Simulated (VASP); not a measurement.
Write the native input for VASP 6.6.1 that does the following.

* Task: single point
* Functional: PBEsol
* Potentials or basis: VASP PAW PBE potentials, release 64 (Na_pv, Cl)
* Cutoff: 520 eV
* k mesh: 9 × 9 × 9
* Occupations: fermi-dirac, width 0.03 eV
* Spin: no spin polarisation
* Dipole correction: no
* Further INCAR settings: ALGO = Normal; EDIFF = 1e-07; NBANDS = 14

The structure of NaCl lies in POSCAR:

```
NaCl
1.0
    2.8886000000      0.0000000000      0.0000000000
    0.0000000000      2.8886000000      0.0000000000
    0.0000000000      0.0000000000      2.8600000000
Na Cl
1 1
Direct
    0.0000000000      0.0000000000      0.0000000000
    0.5000000000      0.5000000000      0.5000000000
```

This cell differs from its parent crystal: equal xx and yy strain of +1 %.

One way to write it, as run:

INCAR

```
SYSTEM = NaCl
PREC = Accurate
ENCUT = 520
EDIFF = 1E-7
ISMEAR = -1
SIGMA = 0.03
LREAL = .FALSE.
LASPH = .TRUE.
NELM = 80
ALGO = Normal
ISIF = 2
LWAVE = .FALSE.
LCHARG = .TRUE.
GGA = PS
LELF = .TRUE.
LVHAR = .TRUE.
NBANDS = 14
```

KPOINTS

```
regular mesh
0
G
  9 9 9
  0 0 0
```

Potentials or basis: VASP PAW PBE potentials, release 64 (Na_pv, Cl).

Launch:

```sh
$ cat potpaw_PBE.64/Na_pv/POTCAR potpaw_PBE.64/Cl/POTCAR > POTCAR
$ mpirun -np 1 vasp_std > vasp.out
```

Results of the run:

| Property | Result |
| --- | --- |
| Pressure | 55.3 GPa |
| Band gap on the k mesh | 4.53 eV, direct |

Caveat: the cell differs from its parent crystal (equal xx and yy strain of +1 %); the PAW data sets were made with another functional, which shifts forces and pressure a little.

It took 22 s on 1 thread of Intel(R) Xeon(R) Platinum 8259CL CPU @ 2.50GHz (Skylake/Cascade Lake), with other jobs on the host, peak memory 0.14 GiB.
